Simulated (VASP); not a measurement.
TaBi: single point with PBEsol

The system is TaBi.

```
Ta Bi
1.0
     0.00000    2.83270    2.83270
     2.83270    0.00000    2.83270
     2.83270    2.83270    0.00000
Ta Bi
1 1
Direct
  0.50000 0.50000 0.50000
  0.00000 0.00000 0.00000
```

```yaml
Program: VASP 6.6.1
Task: single point
Functional: PBEsol
Potentials_or_basis: VASP PAW PBE potentials, release 64 (Ta_pv, Bi_d)
Cutoff: 520 eV
k_mesh: 10 × 10 × 10
Occupations: gaussian, width 0.05 eV
Spin: no spin polarisation
Dipole_correction: no
Further_INCAR_settings: ALGO = Normal; EDIFF = 1e-07; NBANDS = 20
```

```json
{
 "Pressure": "5.0 GPa",
 "Band gap on the k mesh": "zero (bands 13 and 14 overlap by 1.12 eV)"
}
```

Levels at points of the mesh, in eV from the Fermi level:
| k point | band 10 | band 11 | band 12 | band 13 | band 14 | band 15 | band 16 | band 17 |
| --- | --- | --- | --- | --- | --- | --- | --- | --- |
| (0.00, 0.00, 0.00) | -1.08 | -1.08 | -1.08 | -0.28 | -0.28 | 0.83 | 0.83 | 0.83 |
| (0.50, 0.00, 0.00) | -7.06 | -3.73 | -3.73 | 0.36 | 0.36 | 0.54 | 2.95 | 6.03 |
| (0.50, 0.50, 0.00) | -4.98 | -2.56 | -1.79 | -1.79 | 0.48 | 0.51 | 1.09 | 1.09 |

Wall time 56 s on 1 thread of Intel Xeon 8259CL, on a shared host, peak memory 0.19 GiB.

Caveat: the cell stands under pressure; the PAW data sets were made with another functional, which shifts forces and pressure a little; spin-orbit coupling is left out, which moves the levels of the heavy elements.
